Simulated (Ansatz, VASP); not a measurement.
HfH2: VASP beside Ansatz

INCAR

```
PREC = Accurate ; ENCUT = 520
EDIFF = 1E-8 ; ISMEAR = -1
SIGMA = 0.03 ; LREAL = F
LASPH = T ; NELM = 60
ALGO = Normal ; ISIF = 2
LWAVE = F ; LCHARG = F
LEFG = T ; NBANDS = 13
```

The input KPOINTS:

```
regular mesh
0
Gamma
  12 12 12
```

File POSCAR:

```
HfH2
1.0
   -1.7390000000      1.7390000000      2.2023050000
    1.7390000000     -1.7390000000      2.2023050000
    1.7390000000      1.7390000000     -2.2023050000
Hf H
1 2
Direct
    0.0000000000      0.0000000000      0.0000000000
    0.7500000000      0.2500000000      0.5000000000
    0.2500000000      0.7500000000      0.5000000000
```

Input for Ansatz:

```yaml
crystal:
  lattice:
    - [-1.739, 1.739, 2.202305]
    - [1.739, -1.739, 2.202305]
    - [1.739, 1.739, -2.202305]
  atoms:
    - { symbol: Hf, position: [0.0, 0.0, 0.0] }
    - { symbol: H, position: [0.75, 0.25, 0.5] }
    - { symbol: H, position: [0.25, 0.75, 0.5] }
kpoints:
  mp_grid: { grid: [12, 12, 12] }
scf:
  occupations: { method: fermi_dirac, width: 0.03 }
hamiltonian:
  xc: lda
  pseudopotentials: { kind: all_electron, datasets: crystal }
output:
  forces: true
  stress: true
  eigenvalues: true
  efg: { contact_densities: true }
```

Change from the starting cell: zz strain of +1 %, crystal datasets.

Alike in both runs: task electric field gradients; functional LDA; k mesh 12 × 12 × 12; occupations fermi-dirac, width 0.03 eV; no spin polarisation.

|  | VASP | Ansatz |
| --- | --- | --- |
| version | VASP 6.6.1 | Ansatz 0.2.0 |
| potentials or method | VASP PAW LDA potentials, release 64 (Hf_pv, H), cutoff 520 eV | all-electron PAW with datasets made for the crystal, scalar-relativistic |

```tsv
	VASP	Ansatz	Ansatz less VASP
pressure (GPa)	-9.7	-9.5	+0.17
traceless stress, the component that is largest in VASP (GPa)	-0.87	-0.89	-0.019
size of Vzz on the site where it differs most (V/Å²)	24.8	33.4	+8.58
```

LDA's correlation is that of Perdew and Zunger in VASP and of Perdew and Wang (1992) in Ansatz. Ansatz ran all-electron here, and VASP with PAW potentials.

Neither program's run includes spin-orbit coupling.
